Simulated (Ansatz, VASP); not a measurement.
# PbSe in VASP and in Ansatz

File INCAR:

```
  PREC = Accurate
  ENCUT = 520
  EDIFF = 1E-6
  ISMEAR = 0
  SIGMA = 0.05
  LREAL = False
  LASPH = True
  NELM = 60
  ALGO = Normal
  ISIF = 2
  LWAVE = False
  LCHARG = False
  GGA = PE
  NBANDS = 28
```

KPOINTS

```
Automatic mesh
0
Gamma
  8 8 10
```

The input POSCAR:

```
PbSe
1.0
    5.3494553078      0.0000000000      0.0000000000
    0.0000000000      5.3494553078      0.0000000000
    0.0000000000      0.0000000000      4.2212686564
Pb Se
2 2
Direct
    0.5000000000      0.0000000000      0.3182456201
    0.0000000000      0.5000000000      0.6817543799
    0.0000000000      0.0000000000      0.0000000000
    0.5000000000      0.5000000000      0.0000000000
```

Input for Ansatz:

```yaml
crystal:
  lattice:
    - [5.3494553078, 0.0, 0.0]
    - [0.0, 5.3494553078, 0.0]
    - [0.0, 0.0, 4.2212686564]
  atoms:
    - { symbol: Pb, position: [0.5, 0.0, 0.3182456201] }
    - { symbol: Pb, position: [0.0, 0.5, 0.6817543799] }
    - { symbol: Se, position: [0.0, 0.0, 0.0] }
    - { symbol: Se, position: [0.5, 0.5, 0.0] }
basis:
  ecutwfc: 420
  ecutrho_ratio: 4
kpoints:
  mp_grid: { grid: [8, 8, 10] }
hamiltonian:
  xc: pbe
scf:
  occupations: { method: gaussian, width: 0.05 }
output:
  forces: true
  stress: true
```

Alike in both runs: task single point; functional PBE; k mesh 8 × 8 × 10; occupations gaussian, width 0.05 eV; no spin polarisation.

```csv
,VASP,Ansatz
version,VASP 6.6.1,Ansatz 0.2.0
potentials or method,"VASP PAW PBE potentials, release 64 (Pb_d, Se), cutoff 520 eV","scalar-relativistic, plane waves, PAW"
valence electrons in the cell,40,60
```

VASP gave:

| Quantity | Value |
| --- | --- |
| pressure (GPa) | 0.0 |
| rms of the force components (eV/Å) | 0.004 |

Problem. What did Ansatz give for the same quantities?

Solution. Pressure (GPa): 0.0; rms of the force components (eV/Å): 0.002.

Atom by atom the forces differ by 0.002 eV/Å (rms over components). VASP's potentials hold 40 valence electrons a cell and Ansatz's 60, so a difference there can come from the potentials and not from the codes.

Spin-orbit coupling is off throughout.
